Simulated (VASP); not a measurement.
# BaSb7O12 (a cell with a defect) (Senarmontite) in VASP: further runs, part 2 of 2

VASP 6.6.1.

### 3 Electric field gradients, r2SCAN, collinear spin, ferromagnetic start

Input file POSCAR:

```
BaSb7O12
1.0
    0.0000000000      5.5700000000      5.5700000000
    5.5700000000      0.0000000000      5.5700000000
    5.5700000000      5.5700000000      0.0000000000
Ba Sb O
1 7 12
Direct
    0.8640863948      0.8640863948      0.8640863948
    0.9020726775      0.3789703859      0.3789703859
    0.8761306792      0.8761306792      0.3564422788
    0.3789703859      0.9020726775      0.3789703859
    0.3564422788      0.8761306792      0.8761306792
    0.3728811460      0.3728811460      0.3728811460
    0.8761306792      0.3564422788      0.8761306792
    0.3789703859      0.3789703859      0.9020726775
    0.8022182073      0.1731329470      0.1731329470
    0.4487711180      0.0660872335      0.4487711180
    0.2747260046      0.7609151062      0.7609151062
    0.0677853820      0.4500748208      0.0677853820
    0.1731329470      0.8022182073      0.1731329470
    0.4487711180      0.4487711180      0.0660872335
    0.7609151062      0.2747260046      0.7609151062
    0.0677853820      0.0677853820      0.4500748208
    0.4500748208      0.0677853820      0.0677853820
    0.1731329470      0.1731329470      0.8022182073
    0.0660872335      0.4487711180      0.4487711180
    0.7609151062      0.7609151062      0.2747260046
```

Input file INCAR.step1:

```
SYSTEM = BaSb7O12
ALGO = Normal ; EDIFF = 1E-4
ENCUT = 520 ; GGA = PE
ISMEAR = -1 ; ISPIN = 2
LASPH = .TRUE. ; LCHARG = .FALSE.
LREAL = Auto ; LWAVE = .TRUE.
MAGMOM = 1 0 0 0 0 0 0 0 0 0 0 0 0 0 0 0 0 0 0 0 ; NBANDS = 78
NELM = 150 ; PREC = Accurate
SIGMA = 0.01
```

Input file INCAR.step2:

```
SYSTEM = BaSb7O12
ALGO = Normal ; EDIFF = 1E-8
ENCUT = 520 ; ISIF = 2
ISMEAR = -1 ; ISPIN = 2
ISTART = 1 ; LASPH = .TRUE.
LCHARG = .FALSE. ; LEFG = .TRUE.
LMIXTAU = .TRUE. ; LORBIT = 11
LREAL = Auto ; LWAVE = .FALSE.
MAGMOM = 1 0 0 0 0 0 0 0 0 0 0 0 0 0 0 0 0 0 0 0 ; METAGGA = R2SCAN
NBANDS = 78 ; NELM = 150
PREC = Accurate ; SIGMA = 0.01
```

Input file KPOINTS:

```
k-points
0
G
  3 3 3
  0 0 0
```

Potentials or basis: VASP PAW PBE potentials, release 64 (Ba_sv, Sb, O).

On the command line:

```
> cat potpaw_PBE.64/Ba_sv/POTCAR potpaw_PBE.64/Sb/POTCAR potpaw_PBE.64/O/POTCAR > POTCAR
> cp INCAR.step1 INCAR
> mpirun -np 1 vasp_std > vasp.out
> cp INCAR.step2 INCAR
> mpirun -np 1 vasp_std > vasp.out
```

OUTCAR:

```text
SYSTEM = BaSb7O12
   EDIFF = 1E-8
   ENCUT = 520
   ISIF = 2
   ISMEAR = -1
   ISPIN = 2
   ISTART = 1
   LASPH = .TRUE.
   LORBIT = 11
   LREAL = Auto
   METAGGA = R2SCAN
   NELM = 150
   PREC = Accurate

 ion  position               nearest neighbor table
   1  0.864  0.864  0.864-  11 2.68  15 2.68  20 2.68  16 2.81  17 2.81  12 2.81   3 3.91   7 3.91
                             5 3.91   8 3.96   8 3.96   4 3.96   2 3.96   4 3.96   2 3.96   3 3.98
   2  0.902  0.379  0.379-  19 2.00  16 2.05  12 2.05  20 2.46  15 2.46   6 3.66   7 3.74   3 3.74
                             8 3.76   4 3.76   1 3.96   1 3.96
   3  0.876  0.876  0.356-   9 2.00  13 2.00  20 2.01  19 2.78  10 2.78   4 3.74   2 3.74   7 3.78
                             5 3.78   1 3.91   1 3.98
   4  0.379  0.902  0.379-  10 2.00  16 2.05  17 2.05  20 2.46  11 2.46   6 3.66   3 3.74   5 3.74
                             8 3.76   2 3.76   1 3.96   1 3.96
   5  0.356  0.876  0.876-  13 2.00  18 2.00  11 2.01  14 2.78  10 2.78   8 3.74   4 3.74   3 3.78
                             7 3.78   1 3.91   1 3.98
   6  0.373  0.373  0.373-  10 2.01  14 2.01  19 2.01   9 2.87  18 2.87  13 2.87   2 3.66   4 3.66
                             8 3.66
   7  0.876  0.356  0.876-   9 2.00  18 2.00  15 2.01  14 2.78  19 2.78   8 3.74   2 3.74   3 3.78
                             5 3.78   1 3.91   1 3.98
   8  0.379  0.379  0.902-  14 2.00  12 2.05  17 2.05  15 2.46  11 2.46   6 3.66   7 3.74   5 3.74
                             2 3.76   4 3.76   1 3.96   1 3.96
   9  0.802  0.173  0.173-   7 2.00   3 2.00   6 2.87
  10  0.449  0.066  0.449-   4 2.00   6 2.01   5 2.78   3 2.78
  11  0.275  0.761  0.761-   5 2.01   8 2.46   4 2.46   1 2.68
  12  0.068  0.450  0.068-   2 2.05   8 2.05   1 2.81
  13  0.173  0.802  0.173-   5 2.00   3 2.00   6 2.87
  14  0.449  0.449  0.066-   8 2.00   6 2.01   7 2.78   5 2.78
[... 1196 lines left out ...]
   6     190.338   190.338  -380.676       0.000
[... 12 lines left out ...]
  19      99.188     0.177   -99.365       0.996
  20     -61.021    -8.407    69.428       0.758
----------------------------------------------------------------------

           NMR quadrupolar parameters

 Cq : quadrupolar parameter    Cq=e*Q*V_zz/h
 eta: asymmetry parameters     (V_yy - V_xx)/ V_zz
 Q  : nuclear electric quadrupole moment in mb (millibarn)
----------------------------------------------------------------------
 ion       Cq(MHz)       eta       Q (mb)
----------------------------------------------------------------------
   1       0.442       0.000       1.000
   2      -0.651       0.030       1.000
   3      -0.898       0.335       1.000
   4      -0.651       0.030       1.000
   5      -0.898       0.335       1.000
   6      -0.920       0.000       1.000
[... 12 lines left out ...]
  19      -0.240       0.996       1.000
  20       0.168       0.758       1.000
----------------------------------------------------------------------

 total charge

# of ion       s       p       d       tot
------------------------------------------
    1        2.015   5.640   0.243   7.897
    2        1.171   0.872   0.132   2.176
    3        1.177   0.934   0.126   2.236
    4        1.171   0.872   0.132   2.176
    5        1.177   0.934   0.126   2.236
    6        1.199   0.902   0.120   2.221
[... 12 lines left out ...]
   19        1.577   3.497   0.000   5.074
   20        1.585   3.421   0.000   5.005
--------------------------------------------------
tot         29.195  53.561   1.137  83.893

 magnetization (x)

# of ion       s       p       d       tot
------------------------------------------
    1       -0.000  -0.000  -0.002  -0.002
    2        0.046   0.039   0.002   0.087
    3        0.000  -0.001   0.000  -0.001
    4        0.046   0.039   0.002   0.087
    5        0.000  -0.001   0.000  -0.001
    6        0.001  -0.001  -0.000  -0.001
[... 12 lines left out ...]
   19       -0.000   0.002   0.000   0.002
   20        0.003   0.100   0.000   0.103
--------------------------------------------------
tot          0.154   0.631   0.004   0.790
```

OUTCAR.step1:

```text
SYSTEM = BaSb7O12
   EDIFF = 1E-4
   ENCUT = 520
   GGA = PE
   ISMEAR = -1
   ISPIN = 2
   LASPH = .TRUE.
   LREAL = Auto
[... 1162 lines left out ...]
      4.15390      4.15390      4.15390         0.048184      0.048184      0.048184
[... 12 lines left out ...]
      4.99931      2.86776      2.86776         0.007048     -0.003262     -0.003262
      5.76852      5.76852      8.47659         0.048538      0.048538     -0.056218
 -----------------------------------------------------------------------------------
    total drift:                                0.015631      0.015631      0.015631

  FREE ENERGIE OF THE ION-ELECTRON SYSTEM (eV)
  ---------------------------------------------------
  free  energy   TOTEN  =      -118.5682795566 eV

  energy  without entropy=     -118.5655862928  energy(sigma->0) =     -118.56693292
```

OSZICAR.step1:

```text
N       E                     dE             d eps       ncg     rms          rms(c)
DAV:   1     0.970726917166E+03    0.97073E+03   -0.52141E+04  1872   0.134E+03
DAV:   2    -0.249333765872E+02   -0.99566E+03   -0.95547E+03  2424   0.289E+02
DAV:   3    -0.138512915919E+03   -0.11358E+03   -0.11190E+03  2176   0.114E+02
DAV:   4    -0.141677591116E+03   -0.31647E+01   -0.31414E+01  2472   0.188E+01
DAV:   5    -0.141787830377E+03   -0.11024E+00   -0.11017E+00  2664   0.312E+00    0.304E+01
DAV:   6    -0.118911571563E+03    0.22876E+02   -0.11573E+02  2052   0.379E+01    0.159E+01
DAV:   7    -0.118770575998E+03    0.14100E+00   -0.91114E+00  2120   0.104E+01    0.579E+00
DAV:   8    -0.118587336003E+03    0.18324E+00   -0.76565E-01  2282   0.338E+00    0.247E+00
DAV:   9    -0.118553958118E+03    0.33378E-01   -0.18618E-01  2344   0.203E+00    0.997E-01
DAV:  10    -0.118559747073E+03   -0.57890E-02   -0.34964E-02  2314   0.787E-01    0.388E-01
DAV:  11    -0.118565041005E+03   -0.52939E-02   -0.16903E-02  2248   0.556E-01    0.254E-01
DAV:  12    -0.118566471116E+03   -0.14301E-02   -0.24259E-03  2288   0.243E-01    0.154E-01
DAV:  13    -0.118568072397E+03   -0.16013E-02   -0.31362E-03  2128   0.213E-01    0.767E-02
DAV:  14    -0.118568232475E+03   -0.16008E-03   -0.36377E-04  2032   0.684E-02    0.468E-02
DAV:  15    -0.118568279557E+03   -0.47082E-04   -0.12699E-04  1384   0.465E-02
   1 F= -.11856828E+03 E0= -.11856693E+03  d E =-.269326E-02  mag=     0.9877
```

Run time: 36 min. Hardware: 1 thread of Intel Xeon Platinum 8259CL at 2.50GHz (Skylake/Cascade Lake), shared host; peak memory 0.88 GiB.

Results:

| Property | Result |
| --- | --- |
| Free energy | -308.7704 eV |
| Pressure | -2.7 GPa |
| Largest force | 0.477 eV/Å |
| Band gap on the k mesh | zero (filled and empty bands overlap) |
| Net moment | 1.00 μB per cell |
| Site moments | Ba -0.00; Sb +0.09, -0.00; O +0.01, +0.00, +0.10, +0.06 μB |
| Valence electrons inside the program's atomic spheres | Ba 7.90; Sb 2.18, 2.24, 2.22; O 5.06, 5.07, 5.00, 5.04 |

Forces on the atoms (eV/Å):
```
Ba  -0.085 -0.085 -0.085
Sb  -0.119  0.281  0.281
Sb  -0.313 -0.313  0.177
Sb   0.281 -0.119  0.281
Sb   0.177 -0.313 -0.313
Sb  -0.269 -0.269 -0.269
Sb  -0.313  0.177 -0.313
Sb   0.281  0.281 -0.119
O   -0.341  0.001  0.001
O   -0.059 -0.396 -0.059
O    0.180  0.290  0.290
O   -0.004  0.462 -0.004
O    0.001 -0.341  0.001
O   -0.059 -0.059 -0.396
O    0.290  0.180  0.290
O   -0.004 -0.004  0.462
O    0.462 -0.004 -0.004
O    0.001  0.001 -0.341
O   -0.396 -0.059 -0.059
O    0.290  0.290  0.180
```

Electric field gradients, principal values (V/Å²):
| atom | least | middle | greatest (by size) |
| --- | --- | --- | --- |
| 1 Ba | -91.447 | -91.447 | 182.893 |
| 2 Sb | 130.518 | 138.536 | -269.054 |
| 3 Sb | 123.497 | 247.871 | -371.368 |
| 4 Sb | 130.518 | 138.536 | -269.054 |
| 5 Sb | 123.497 | 247.871 | -371.368 |
| 6 Sb | 190.338 | 190.338 | -380.676 |
| 7 Sb | 123.497 | 247.871 | -371.368 |
| 8 Sb | 130.518 | 138.536 | -269.054 |
| 9 O | -17.614 | -94.275 | 111.889 |
| 10 O | 0.177 | 99.188 | -99.365 |
| 11 O | -8.407 | -61.021 | 69.428 |
| 12 O | -19.306 | -91.323 | 110.629 |
| 13 O | -17.614 | -94.275 | 111.889 |
| 14 O | 0.177 | 99.188 | -99.365 |
| 15 O | -8.407 | -61.021 | 69.428 |
| 16 O | -19.306 | -91.323 | 110.629 |
| 17 O | -19.306 | -91.323 | 110.629 |
| 18 O | -17.614 | -94.275 | 111.889 |
| 19 O | 0.177 | 99.188 | -99.365 |
| 20 O | -8.407 | -61.021 | 69.428 |

Caveat: without QUAD_EFG the Cq values of the log hold for a quadrupole moment of 1 mb, not for the nuclei; the PAW data sets were made with another functional, which shifts forces and pressure a little; spin-orbit coupling is left out, which moves the levels of the heavy elements.
